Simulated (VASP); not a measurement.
SiNi, 4 atoms in the cell. The typed cell holds 4 atoms: a = 3.027 Å, b = 3.274 Å, c = 4.698 Å, α = 91.14°, β = 91.14°, γ = 91.14°.  This cell differs from its parent crystal: equal xy, yz and zx shear strains of -2 %.

```yaml
Program: VASP 6.6.1
Task: single point
Functional: LDA
Potentials_or_basis: VASP PAW LDA potentials, release 64 (Si, Ni)
Cutoff: 520 eV
k_mesh: 11 × 10 × 7
Occupations: fermi-dirac, width 0.05 eV
Spin: collinear spin, ferromagnetic start
Starting_moments: "[0.0, 0.0, 1.5, 1.5] μB"
Dipole_correction: no
Further_INCAR_settings: ALGO = Normal; EDIFF = 1e-07; NBANDS = 26
```

Potentials or basis: VASP PAW LDA potentials, release 64 (Si, Ni).

The run is started by

```console
$ cat potpaw_LDA.64/Si/POTCAR potpaw_LDA.64/Ni/POTCAR > POTCAR
$ mpirun -np 1 vasp_std > vasp.out
```

Hardware: 1 thread of Oxide Virtual Turin-like Processor, on a shared host.

Task: Estimate the wall time of this run.

Result: Wall time 19 min on 1 thread of Oxide Virtual Turin-like Processor, on a shared host, peak memory 0.63 GiB. Counts: scf iterations 16, k points 386.
